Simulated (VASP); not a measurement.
# Cd (P6_3/mmc) in VASP: single point with RPBE

Aim: the single point of Cd with RPBE.

Everything below comes from runs of VASP 6.6.1. Logs are shortened: lines on timing, memory, paths and dates and some standing lists are left out, and cuts for length are marked.

### 1 The cell of the first run

The structure is hexagonal, space group P6_3/mmc (No. 194). The conventional cell has a = 2.932 Å, b = 2.932 Å, c = 5.803 Å, α = 90.00°, β = 90.00°, γ = 120.00°. Cd (site symmetry -6m2) has 12 Cd at 2.93 to 3.36 Å within 3.9 Å.

### 2 Single point, RPBE (21.60 Å³/atom)

INCAR

```
PREC = Accurate ; ENCUT = 630
EDIFF = 1E-6 ; ISMEAR = -1
SIGMA = 0.1 ; LREAL = False
LASPH = True ; NELM = 120
ALGO = Normal ; ISIF = 2
LWAVE = False ; LCHARG = False
GGA = RP ; NBANDS = 27
GGA_COMPAT = False
```

KPOINTS

```
regular mesh
0
Gamma
  19 19 9
```

POSCAR

```
Cd
1.0
    2.9316769224      0.0000000000      0.0000000000
   -1.4658384612      2.5389066905      0.0000000000
    0.0000000000      0.0000000000      5.8033456089
Cd
2
Direct
    0.3333333333      0.6666666667      0.2500000000
    0.6666666667      0.3333333333      0.7500000000
```

Potentials or basis: VASP PAW PBE potentials, release 64 (Cd_sv_GW).

Started as:

```console
$ cat potpaw_PBE.64/Cd_sv_GW/POTCAR > POTCAR
$ mpirun -np 1 vasp_std > vasp.out
```

OUTCAR:

```text
PREC = Accurate
   ENCUT = 630
   EDIFF = 1E-6
   ISMEAR = -1
   LREAL = False
   LASPH = True
   NELM = 120
   ISIF = 2
   GGA = RP

 ion  position               nearest neighbor table
   1  0.333  0.667  0.250-
   2  0.667  0.333  0.750-

  LATTYP: Found a hexagonal cell.
 ALAT       =     2.9316769224
 C/A-ratio  =     1.9795310884

  Lattice vectors:

 A1 = (   2.9316769224,   0.0000000000,   0.0000000000)
 A2 = (  -1.4658384612,   2.5389066905,   0.0000000000)
 A3 = (   0.0000000000,   0.0000000000,   5.8033456089)

Analysis of symmetry for initial positions (statically):
=====================================================================
 Subroutine PRICEL returns:
 Original cell was already a primitive cell.

 Routine SETGRP: Setting up the symmetry group for a
 hexagonal supercell.

 Subroutine GETGRP returns: Found 24 space group operations
 (whereof 12 operations were pure point group operations)
 out of a pool of 24 trial point group operations.

The static configuration has the point symmetry D_3d.
 The point group associated with its full space group is D_6h.

Analysis of symmetry for dynamics (positions and initial velocities):
=====================================================================
 Subroutine PRICEL returns:
 Original cell was already a primitive cell.

 Routine SETGRP: Setting up the symmetry group for a
 hexagonal supercell.

 Subroutine GETGRP returns: Found 24 space group operations
 (whereof 12 operations were pure point group operations)
 out of a pool of 24 trial point group operations.

The dynamic configuration has the point symmetry D_3d.
 The point group associated with its full space group is D_6h.

 Subroutine INISYM returns: Found 24 space group operations
 (whereof 12 operations are pure point group operations),
 and found     1 'primitive' translations

----------------------------------------------------------------------------------------

                                     Primitive cell

  volume of cell :      43.1958

  direct lattice vectors                    reciprocal lattice vectors
     2.931676922  0.000000000  0.000000000     0.341101706  0.196935162  0.000000000
    -1.465838461  2.538906691  0.000000000     0.000000000  0.393870324  0.000000000
     0.000000000  0.000000000  5.803345609     0.000000000  0.000000000  0.172314397

  length of vectors
     2.931676922  2.931676922  5.803345609     0.393870324  0.393870324  0.172314397

  position of ions in fractional coordinates (direct lattice)
     0.333333333  0.666666667  0.250000000
     0.666666667  0.333333333  0.750000000

  ion indices of the primitive-cell ions
   primitive index   ion index
                 1           1
                 2           2

----------------------------------------------------------------------------------------

 KPOINTS: regular mesh

Automatic generation of k-mesh.
 Grid dimensions read from file:
 generate k-points for:   19   19    9

 Generating k-lattice:

  Cartesian coordinates                     Fractional coordinates (reciprocal lattice)
     0.017952721  0.010365009  0.000000000     0.052631579 -0.000000000  0.000000000
     0.000000000  0.020730017  0.000000000     0.000000000  0.052631579  0.000000000
     0.000000000  0.000000000  0.019146044     0.000000000  0.000000000  0.111111111

  Length of vectors
     0.020730017  0.020730017  0.019146044

  Shift w.r.t. Gamma in fractional coordinates (k-lattice)
     0.000000000  0.000000000  0.000000000

 Subroutine IBZKPT returns following result:
 ===========================================

 Found    200 irreducible k-points:

 Following reciprocal coordinates:
            Coordinates               Weight
  0.000000  0.000000  0.000000      1.000000
  0.052632 -0.000000  0.000000      6.000000
  0.105263 -0.000000  0.000000      6.000000
  0.157895  0.000000  0.000000      6.000000
  0.210526  0.000000  0.000000      6.000000
  0.263158 -0.000000  0.000000      6.000000
[... 16 lines left out ...]
  0.263158  0.105263  0.000000     12.000000
  0.315789  0.105263  0.000000     12.000000
 [... further k-points ...]
   k-points           NKPTS =    200   k-points in BZ     NKDIM =    200   number of bands    NBANDS=     27
   number of dos      NEDOS =    301   number of ions     NIONS =      2
   total plane-waves  NPLWV =  27648
   dimension x,y,z NGX =    24 NGY =   24 NGZ =   48
   dimension x,y,z NGXF=    48 NGYF=   48 NGZF=   96
   ions per type =               2
   NGX,Y,Z   is equivalent  to a cutoff of  13.61, 13.61, 13.75 a.u.
   NGXF,Y,Z  is equivalent  to a cutoff of  27.22, 27.22, 27.50 a.u.
 SYSTEM =  unknown system
   PREC   = accura    normal or accurate (medium, high low for compatibility)
   ISTART =      0    job   : 0-new  1-cont  2-samecut
   ICHARG =      2    charge: 1-file 2-atom 10-const
   ISPIN  =      1    spin polarized calculation?
   LNONCOLLINEAR =      F non collinear calculations
   LSORBIT =      F    spin-orbit coupling
   LASPH  =      T    aspherical Exc in radial PAW
   ENCUT  =  630.0 eV  46.30 Ry    6.80 a.u.   6.00  6.00 11.88*2*pi/ulx,y,z
   NELM   =    120;   NELMIN=  2; NELMDL= -5     # of ELM steps
   EDIFF  = 0.1E-05   stopping-criterion for ELM
   LREAL  =      F    real-space projection
   EDIFFG = 0.1E-04   stopping-criterion for IOM
   NSW    =      0    number of steps for IOM
   IBRION =     -1    ionic relax: 0-MD 1-quasi-New 2-CG
   NFREE  =      0    steps in history (QN), initial steepest desc. (CG)
   ISIF   =      2    stress and relaxation
   ISYM   =      2    0-nonsym 1-usesym 2-fastsym
   POTIM  = 0.5000    time-step for ionic-motion
   TEBEG  =    0.0;   TEEND  =   0.0 temperature during run
   PSTRESS=    0.0 pullay stress
   NELECT =      40.0000    total number of electrons
   NUPDOWN=      -1.0000    fix difference up-down
   EMIN   =  10.00;   EMAX   =-10.00  energy-range for DOS
   EFERMI =   0.00;   METHOD = LEGACY
   ISMEAR =    -1;   SIGMA  =   0.10  broadening in eV -4-tet -1-fermi 0-gaus
   EFERMI_NEDOS =   21; number of points for ismear=-14 and -15
   IALGO  =     38    algorithm
   IMIX   =      4    mixing-type and parameters
     AMIX     =   0.40;   BMIX     =  1.00
     AMIX_MAG =   1.60;   BMIX_MAG =  1.00
  volume/ion in A,a.u.               =      21.60       145.75
  Fermi-wavevector in a.u.,A,eV,Ry     =   1.595687  3.015411 34.643390  2.546217
  Thomas-Fermi vector in A             =   2.693567
   LORBIT       =      0    0 simple, 1 ext, 2 COOP (PROOUT), +10 PAW based schemes
   GGA     = RP    functional components
   LHFCALC =     F    Hartree Fock is set to
   AEXX    =    0.0000 exact exchange contribution
   IVDW    =     0    specifies the selected vdW correction
   LEPSILON=     F    determine dielectric tensor
   LRPA    =     F    only Hartree local field effects (RPA)
 non-spin polarized calculation
  energy-cutoff  :      630.00
  volume of cell :       43.20
 maximum number of plane-waves:      1574
 NGX is ok and might be reduce to    24
   NGX = 11   NGY = 11   NGZ = 23

 number of electron      39.9999968 magnetization

 Free energy of the ion-electron system (eV)
  ---------------------------------------------------
  ext. energy  EPLUGINS =         0.00000000
  ---------------------------------------------------
  free energy    TOTEN  =        -0.70111489 eV

  energy without entropy =       -0.68258437  energy(sigma->0) =       -0.69184963

 E-fermi :   6.6533     XC(G=0): -11.1346

 val. band max:        6.6515752769   @ k =   0.3684   0.2105   0.2222
 cond. band min:       6.6888327752   @ k =   0.3684   0.2105   0.3333
 fundamental gap:      0.0372574983
 Fermi energy:         6.6532911221

 k-point     1 :       0.0000    0.0000    0.0000
  band No.  band energies     occupation
      1     -96.5646      2.00000
      2     -96.5638      2.00000
      3     -57.6100      2.00000
      4     -57.5952      2.00000
      5     -57.5681      2.00000
      6     -57.5681      2.00000
[... 19 lines left out ...]
     26      22.2464      0.00000
     27      22.2471      0.00000

 k-point     2 :       0.0526   -0.0000    0.0000
  band No.  band energies     occupation
      1     -96.5644      2.00000
      2     -96.5637      2.00000
      3     -57.6097      2.00000
      4     -57.5951      2.00000
      5     -57.5698      2.00000
      6     -57.5685      2.00000
[... 19 lines left out ...]
     26      21.5799      0.00000
     27      22.3249      0.00000

 k-point     3 :       0.1053   -0.0000    0.0000
  band No.  band energies     occupation
      1     -96.5640      2.00000
      2     -96.5633      2.00000
      3     -57.6090      2.00000
      4     -57.5949      2.00000
      5     -57.5748      2.00000
      6     -57.5734      2.00000
[... 19 lines left out ...]
     26      20.6609      0.00000
     27      22.4325      0.00000

 k-point     4 :       0.1579    0.0000    0.0000
  band No.  band energies     occupation
      1     -96.5633      2.00000
      2     -96.5627      2.00000
      3     -57.6077      2.00000
      4     -57.5945      2.00000
      5     -57.5824      2.00000
      6     -57.5811      2.00000
[... 19 lines left out ...]
     26      20.5052      0.00000
     27      20.9627      0.00000
[... 516 lines left out ...]
      4     -57.6036      2.00000
      5     -57.6027      2.00000
      6     -57.5935      2.00000
[... 19 lines left out ...]
     26      18.8209      0.00000
     27      19.4065      0.00000

 k-point    23 :       0.2632    0.1053    0.0000
  band No.  band energies     occupation
      1     -96.5605      2.00000
      2     -96.5601      2.00000
      3     -57.6125      2.00000
      4     -57.6115      2.00000
      5     -57.6018      2.00000
      6     -57.5933      2.00000
[... 19 lines left out ...]
     26      18.8096      0.00000
     27      19.2473      0.00000

 k-point    24 :       0.3158    0.1053    0.0000
  band No.  band energies     occupation
      1     -96.5598      2.00000
      2     -96.5594      2.00000
      3     -57.6203      2.00000
      4     -57.6190      2.00000
      5     -57.6001      2.00000
      6     -57.5932      2.00000
[... 19 lines left out ...]
     26      18.2952      0.00000
     27      18.8791      0.00000

 [... further k-points ...]

------------------------ aborting loop because EDIFF is reached ----------------------------------------

  FORCE on cell =-STRESS in cart. coord.  units (eV):
  Direction    XX          YY          ZZ          XY          YZ          ZX
  --------------------------------------------------------------------------------------
  -------------------------------------------------------------------------------------
  Total        2.0955516      2.0955516      0.9590942      0.0000000      0.0000000      0.0000000
  in kB       77.7262403     77.7262403     35.5738258      0.0000000      0.0000000      0.0000000
  external PRESSURE =      63.6754355 kB  Pullay stress =       0.0000000 kB

 VOLUME and BASIS-vectors are now :
 -----------------------------------------------------------------------------
  energy-cutoff  :      630.00
  volume of cell :       43.20
      direct lattice vectors                 reciprocal lattice vectors
     2.931676922  0.000000000  0.000000000     0.341101706  0.196935162  0.000000000
    -1.465838461  2.538906691  0.000000000     0.000000000  0.393870324  0.000000000
     0.000000000  0.000000000  5.803345609     0.000000000  0.000000000  0.172314397

 POSITION                                       TOTAL-FORCE (eV/Angst)
 -----------------------------------------------------------------------------------
     -0.00000      1.69260      1.45084        -0.000000     -0.000000      0.000000
      1.46584      0.84630      4.35251         0.000000      0.000000      0.000000
 -----------------------------------------------------------------------------------
    total drift:                                0.000000     -0.000000      0.000000

  FREE ENERGIE OF THE ION-ELECTRON SYSTEM (eV)
  ---------------------------------------------------
  free  energy   TOTEN  =        -0.7011148885 eV

  energy  without entropy=       -0.6825843690  energy(sigma->0) =       -0.69184963
```

It took 1.9 min on 1 thread of Intel Xeon 6975P-C (Granite Rapids), shared host; peak memory 0.4 GiB.

Results:

```yaml
Free_energy: -0.7011 eV
Pressure: 6.4 GPa
Band_gap_on_the_k_mesh: zero (bands 20 and 21 overlap by 4.38 eV)
```

Stress tensor (GPa, compression positive):
```
7.77 0.00 0.00
0.00 7.77 0.00
0.00 0.00 3.56
```

Levels at points of the mesh, in eV from the Fermi level:
```tsv
k point	band 17	band 18	band 19	band 20	band 21	band 22	band 23	band 24
(0.00, 0.00, 0.00)	-8.72	-8.52	-8.52	-3.50	-3.17	9.19	13.69	14.07
```

Caveat: the cell stands under pressure; the PAW data sets were made with another functional, which shifts forces and pressure a little.

The gap in the log of VASP goes by the Fermi energy; the results here count the filled bands.